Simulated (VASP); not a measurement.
Write the native input for VASP 6.6.1 that does the following.

| Property | Result |
| --- | --- |
| Task | single point |
| Functional | PBE |
| Potentials or basis | VASP PAW PBE potentials, release 64 (Nb_sv, C_h) |
| Cutoff | 1300 eV |
| k mesh | 6 × 6 × 4 |
| Occupations | gaussian, width 0.1 eV |
| Spin | no spin polarisation |
| Dipole correction | no |
| Further INCAR settings | ALGO = Normal; EDIFF = 1e-06; NBANDS = 32 |

The structure of Nb3C2 lies in POSCAR:

```
Nb3C2
1.0
    4.9963412729      0.0000000000      0.0000000000
   -2.4981706364      4.3269584683      0.0000000000
    0.0000000000      0.0000000000      4.0821340571
Nb C
3 2
Direct
    0.5000000000      0.0000000000      1.0132998737
    0.0000000000      0.5000000000      1.0132998737
    0.5000000000      0.5000000000      1.0132998737
    0.0000000000      0.0000000000      0.8499416698
    0.0000000000      0.0000000000      0.1766715092
```

The cell was generated, and may not be a known phase.

These files were run (other wordings do the same):

INCAR

```
SYSTEM = Nb3C2
PREC = Accurate ; ENCUT = 1300
EDIFF = 1E-6 ; ISMEAR = 0
SIGMA = 0.1 ; LREAL = .False.
LASPH = .True. ; NELM = 120
ALGO = Normal ; ISIF = 2
LWAVE = .False. ; LCHARG = .False.
GGA = PE ; NBANDS = 32
GGA_COMPAT = .False.
```

KPOINTS

```
regular mesh
0
Gamma
  6 6 4
  0 0 0
```

Potentials or basis: VASP PAW PBE potentials, release 64 (Nb_sv, C_h).

Launch:

```bash
$ cat potpaw_PBE.64/Nb_sv/POTCAR potpaw_PBE.64/C_h/POTCAR > POTCAR
$ mpirun -np 1 vasp_std > vasp.out
```

Results of the run:

```json
{
 "Pressure": "-0.1 GPa",
 "Largest force": "0.009 eV/Å",
 "Band gap on the k mesh": "zero (an odd number of electrons rules out a gap without spin polarisation)"
}
```

Caveat: the k points lie up to 0.38 Å⁻¹ apart, too coarse for converged energies and pressures of a metal.

It took 2.6 min on 1 thread of Intel(R) Xeon(R) Platinum 8488C (Sapphire Rapids), with other jobs on the host, peak memory 0.52 GiB.
